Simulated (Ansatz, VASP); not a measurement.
Two plane-wave programs on NaI

```
Na I
1.0
     0.00000    3.24715    3.24715
     3.24715    0.00000    3.24715
     3.24715    3.24715    0.00000
Na I
1 1
Cartesian
  0.0000 0.0000 0.0000
  3.2472 3.2472 3.2472
```

Change from the starting cell: volume scaled by 1.01, PAW files.

Alike in both runs: task electric field gradients; functional LDA; k mesh 8 × 8 × 8; occupations fermi-dirac, width 0.02 eV; no spin polarisation.

|  | VASP | Ansatz |
| --- | --- | --- |
| version | VASP 6.6.1 | Ansatz 0.2.0 |
| potentials or method | VASP PAW LDA potentials, release 64 (Na_pv, I) | PAW with Ansatz's default frozen-core files, scalar-relativistic |
| plane-wave cutoff (eV) | 520 | 420 |
| valence electrons in the cell | 14 | 26 |

```tsv
	VASP	Ansatz	Ansatz less VASP
gap on the k mesh at the Fermi level (eV)	3.32	3.31	-0.012
pressure (GPa)	-1.7	-1.8	-0.01
```

LDA's correlation is that of Perdew and Zunger in VASP and of Perdew and Wang (1992) in Ansatz. VASP's potentials hold 14 valence electrons a cell and Ansatz's 26, so a difference there can come from the potentials and not from the codes.

Neither program's run includes spin-orbit coupling.
